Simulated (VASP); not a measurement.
Wanted: the native input for a VASP 6.6.1 run.

```
Task                   : single point
Functional             : PBE
Potentials or basis    : VASP PAW PBE potentials, release 64 (Mn_pv, Si)
Cutoff                 : 520 eV
k mesh                 : 9 × 9 × 9
Occupations            : fermi-dirac, width 0.05 eV
Spin                   : collinear spin, ferromagnetic start
Starting moments       : [4.0, 0.0] μB
Dipole correction      : no
Further INCAR settings : ALGO = Normal; EDIFF = 1e-06; NBANDS = 20
```

The structure of MnSi lies in POSCAR:

```
MnSi
1.0
    3.0094655568      0.0000000000      0.0000000000
    0.0000000000      3.0094655568      0.0000000000
    0.0000000000      0.0000000000      3.0094655568
Mn Si
1 1
Direct
    0.0000000000      0.0000000000      0.0000000000
    0.5000000000      0.5000000000      0.5000000000
```

This cell differs from its parent crystal: volume scaled by 0.94.

The input as run:

INCAR

```
SYSTEM = MnSi
PREC     = Accurate       ! precision mode
ENCUT    = 520            ! plane-wave cutoff, eV
EDIFF    = 1E-6           ! SCF threshold, eV
ISMEAR   = -1             ! smearing method
SIGMA    = 0.05           ! smearing width, eV
LREAL    = .False.        ! projectors in reciprocal space
LASPH    = .True.         ! aspherical terms in the spheres
NELM     = 150            ! most SCF steps
ALGO     = Normal         ! electronic algorithm
ISIF     = 2              ! what is computed and relaxed
LWAVE    = .False.        ! write WAVECAR
LCHARG   = .False.        ! write CHGCAR
ISPIN    = 2              ! spin polarisation
MAGMOM   = 4 0            ! initial moments
LORBIT   = 11             ! projections on sites
LMAXMIX  = 4              ! l up to which the mixer works
GGA      = PE             ! functional
NBANDS   = 20             ! bands
```

KPOINTS

```
Automatic mesh
0
Gamma
  9 9 9
  0 0 0
```

Potentials or basis: VASP PAW PBE potentials, release 64 (Mn_pv, Si).

Run with:

```console
$ cat potpaw_PBE.64/Mn_pv/POTCAR potpaw_PBE.64/Si/POTCAR > POTCAR
$ mpirun -np 1 vasp_std > vasp.out
```

It gave:

* Pressure: -27.7 GPa
* Net moment: 0.88 μB per cell
* Site moments: Mn +0.98; Si -0.07 μB
* Valence electrons inside the program's atomic spheres: Mn 11.71; Si 1.52

Caveat: the moment fell far below its start of 4 μB, so a state of higher moment may lie lower in energy.

It took 11 s on 1 thread of Intel(R) Xeon(R) 6975P-C (Granite Rapids), with other jobs on the host, peak memory 0.16 GiB.
